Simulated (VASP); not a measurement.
# Nb: single point with PBE

Crystal: Nb.

```
CELL_PARAMETERS angstrom
0.00000 2.11500 2.11500
2.11500 0.00000 2.11500
2.11500 2.11500 0.00000
ATOMIC_POSITIONS crystal
Nb 0.00000 0.00000 0.00000
```

This isn't the form of Nb at room conditions, which is bcc.

```json
{
 "Program": "VASP 6.6.1",
 "Task": "single point",
 "Functional": "PBE",
 "Potentials or basis": "VASP PAW PBE potentials, release 64 (Nb_sv)",
 "Cutoff": "520 eV",
 "k mesh": "11 × 11 × 11",
 "Occupations": "gaussian, width 0.025 eV",
 "Spin": "no spin polarisation"
}
```

```yaml
Pressure: -2.3 GPa
Band_gap_on_the_k_mesh: zero (an odd number of electrons rules out a gap without spin polarisation)
```

Levels at points of the mesh, in eV from the Fermi level:
```csv
k point,band 3,band 4,band 5,band 6,band 7,band 8,band 9,band 10
"(0.00, 0.00, 0.00)",-30.20,-30.20,-6.21,0.11,0.11,0.11,2.68,2.68
```

It took 6.5 s on 1 thread of Intel(R) Xeon(R) Platinum 8375C CPU @ 2.90GHz (Ice Lake), on a shared host, peak memory 0.14 GiB.
